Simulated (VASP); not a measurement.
# B3P (P-6m2) in VASP: notebook, part 2 of 2

VASP 6.6.1. The steps go on from the part before.

### Step 4. Relaxation of cell and atoms, PBE

This run uses another cell than the first one, of 8.60 Å³/atom, 0.607 times its volume.

INCAR

```
SYSTEM = B3P
PREC = Accurate ; ENCUT = 500
EDIFF = 1E-7 ; ISMEAR = 0
SIGMA = 0.1 ; LREAL = .False.
LASPH = .True. ; NELM = 120
ALGO = Normal ; ISIF = 3
LWAVE = .False. ; LCHARG = .False.
GGA = PE ; IBRION = 2
NSW = 100 ; EDIFFG = -0.01
GGA_COMPAT = .False. ; NELMIN = 4
```

KPOINTS

```
regular mesh
0
Gamma
  18 18 10
  0 0 0
```

POSCAR

```
B3P
1.0
    2.8862160733      0.0000000000      0.0000000000
   -1.4431080367      2.4995364403      0.0000000000
    0.0000000000      0.0000000000      4.7668560225
B P
3 1
Direct
    0.0000000000      0.0000000000      0.5000000000
    0.6666666667      0.3333333333      0.3320543564
    0.6666666667      0.3333333333      0.6679456436
    0.0000000000      0.0000000000      0.0000000000
```

Potentials or basis: VASP PAW PBE potentials, release 64 (B, P).

Command:

```sh
$ cat potpaw_PBE.64/B/POTCAR potpaw_PBE.64/P/POTCAR > POTCAR
$ mpirun -np 1 vasp_std > vasp.out
```

OUTCAR:

```text
SYSTEM = B3P
   PREC = Accurate
   ENCUT = 500
   EDIFF = 1E-7
   ISMEAR = 0
   LREAL = .False.
   LASPH = .True.
   NELM = 120
   ISIF = 3
   GGA = PE
   IBRION = 2
   NSW = 100
   EDIFFG = -0.01
   NELMIN = 4

 ion  position               nearest neighbor table
   1  0.000  0.000  0.500-   2 1.85   3 1.85   2 1.85   3 1.85   2 1.85   3 1.85   4 2.38   4 2.38

   2  0.667  0.333  0.332-   3 1.60   1 1.85   1 1.85   1 1.85   4 2.30   4 2.30   4 2.30
   3  0.667  0.333  0.668-   2 1.60   1 1.85   1 1.85   1 1.85   4 2.30   4 2.30   4 2.30
   4  0.000  0.000  0.000-   2 2.30   3 2.30   2 2.30   3 2.30   2 2.30   3 2.30   1 2.38   1 2.38

  LATTYP: Found a hexagonal cell.
 ALAT       =     2.8862160733
 C/A-ratio  =     1.6515936096

  Lattice vectors:

 A1 = (   2.8862160733,   0.0000000000,   0.0000000000)
[... 386 lines left out ...]

 val. band max:        8.0683565951   @ k =   0.1111   0.1111   0.3000
 cond. band min:       8.0842475952   @ k =   0.2778   0.2222   0.3000
 fundamental gap:      0.0158910001
 Fermi energy:         8.0715160555

 k-point     1 :       0.0000    0.0000    0.0000
  band No.  band energies     occupation
      1      -8.1001      2.00000
      2      -3.7348      2.00000
      3      -1.8218      2.00000
      4       7.5934      2.00000
      5       7.5934      2.00000
      6      11.3962      0.00000
      7      12.3103      0.00000
      8      12.8363      0.00000
      9      12.8363      0.00000
     10      14.6012      0.00000
     11      14.6012      0.00000
[... 309 lines left out ...]
 k-point    24 :       0.3889    0.1111    0.0000
  band No.  band energies     occupation
      1      -4.1891      2.00000
      2      -1.9144      2.00000
      3       0.5471      2.00000
      4       1.6112      2.00000
      5       3.1614      2.00000
      6       3.7697      2.00000
      7       5.5912      2.00000
      8       8.7020      0.00000
      9      10.8753      0.00000
     10      13.5160      0.00000
     11      14.3522      0.00000

 [... further k-points ...]
[... 5 lines left out ...]
  --------------------------------------------------------------------------------------
  -------------------------------------------------------------------------------------
  Total        0.0200057      0.0200057     -0.0119223     -0.0000000      0.0000000      0.0000000
  in kB        0.9208912      0.9208912     -0.5487997     -0.0000000      0.0000000      0.0000000
  external PRESSURE =       0.4309942 kB  Pullay stress =       0.0000000 kB
[... 19 lines left out ...]
  FREE ENERGIE OF THE ION-ELECTRON SYSTEM (eV)
  ---------------------------------------------------
  free  energy   TOTEN  =       -22.6562877345 eV

  energy  without entropy=      -22.6495014852  energy(sigma->0) =      -22.65289461

 reached required accuracy - stopping structural energy minimisation
```

CONTCAR:

```text
B3P
   1.00000000000000
     2.8693543170131002    0.0000000000003357    0.0000000000000000
    -1.4346771585559670    2.4849337310027586    0.0000000000000000
     0.0000000000000000   -0.0000000000000000    4.8815330758963880
  B               P
     3     1
Direct
     1.0000000000000000    0.0000000000000000    0.5000000000000000
     0.6666666667000030    0.3333333332999970    0.3365776310819219
     0.6666666667000030    0.3333333332999970    0.6634223689180778
     1.0000000000000000    1.0000000000000000    0.0000000000000000

  0.00000000E+00  0.00000000E+00  0.00000000E+00
  0.00000000E+00  0.00000000E+00  0.00000000E+00
  0.00000000E+00  0.00000000E+00  0.00000000E+00
  0.00000000E+00  0.00000000E+00  0.00000000E+00
```

Run time: 5.3 min. Hardware: 1 thread of Intel Xeon 6975P-C, shared host; peak memory 0.22 GiB.

What came out:

```
Free energy                            : -22.6563 eV
Relaxed volume                         : 8.70 Å³/atom
Relaxed cell                           : a = 2.869 Å, b = 2.869 Å, c = 4.882 Å, α = 90.00°, β = 90.00°, γ = 120.00°
Space group after relaxing (to 0.05 Å) : P-6m2 (No. 187)
Energy gained by relaxing              : 2.0 meV/atom
Ionic steps                            : 12
Pressure after relaxing                : 0.0 GPa
Largest force after relaxing           : 0.003 eV/Å
Band gap on the k mesh                 : zero (band 7 reaches 12.66 eV, above the bottom of band 8 at 5.71 eV)
```

Forces on the atoms (eV/Å):
```
B    0.000  0.000  0.000
B    0.000  0.000  0.003
B    0.000  0.000 -0.003
P    0.000  0.000  0.000
```

The path:
| step | energy change (eV) | largest force (eV/Å) | pressure (GPa) | volume (Å³) |
| --- | --- | --- | --- | --- |
| 1 | 0.0000 | 0.0571 | 0.92 | 34.39 |
| 2 | -0.0006 | 0.3221 | -0.69 | 34.63 |
| 3 | -0.0014 | 0.1613 | 0.00 | 34.53 |
| 4 | -0.0037 | 0.1433 | -0.25 | 34.66 |
| 5 | -0.0072 | 0.0313 | -1.05 | 35.03 |
| 6 | -0.0067 | 0.2004 | 0.91 | 34.72 |
| 7 | -0.0078 | 0.0631 | -0.24 | 34.90 |
| 8 | -0.0076 | 0.0901 | 0.01 | 34.78 |
| 9 | -0.0079 | 0.0010 | -0.14 | 34.85 |
| 10 | -0.0080 | 0.0197 | 0.14 | 34.80 |
| 11 | -0.0080 | 0.0136 | 0.06 | 34.81 |
| 12 | -0.0080 | 0.0031 | 0.04 | 34.81 |

Final structure:
```cif
data_structure
_symmetry_space_group_name_H-M 'P 1'
_symmetry_Int_Tables_number 1
_cell_length_a 2.8694
_cell_length_b 2.8694
_cell_length_c 4.8815
_cell_angle_alpha 90.000
_cell_angle_beta 90.000
_cell_angle_gamma 120.000
_cell_volume 34.81
loop_
_atom_site_label
_atom_site_type_symbol
_atom_site_fract_x
_atom_site_fract_y
_atom_site_fract_z
_atom_site_occupancy
B1 B 0.00000 0.00000 0.50000 1
B2 B 0.66667 0.33333 0.33658 1
B3 B 0.66667 0.33333 0.66342 1
P1 P 0.00000 0.00000 0.00000 1
```

### Step 5. Overview

| task | cell | k mesh | gap on the mesh (eV) | pressure (GPa) | relaxed volume (Å³/atom) |
| --- | --- | --- | --- | --- | --- |
| relaxation of cell and atoms | relaxed from a = 2.741, b = 2.741, c = 8.715 Å, angles 90.0, 90.0, 120.0°, 4 atoms | 6 × 6 × 2 | none | -0.1 | 8.73 |
| single point | a = 2.870, b = 2.870, c = 4.885 Å, angles 90.0, 90.0, 120.0°, 4 atoms | 18 × 18 × 10 | none | 0.0 | - |
| relaxation of cell and atoms | relaxed from a = 2.886, b = 2.886, c = 4.767 Å, angles 90.0, 90.0, 120.0°, 4 atoms | 18 × 18 × 10 | none | 0.0 | 8.70 |

Alike in all rows: level PBE; potentials or basis VASP PAW PBE potentials, release 64 (B, P); no spin polarisation; cutoff (eV) 500; smearing gaussian 0.1 eV.

Caveats: some runs use coarse meshes; the volume moved by over 15 % at a fixed basis, so the end points are rough (some runs).

Total energies depend on the potentials used, so only differences within one code and one set of settings carry meaning.
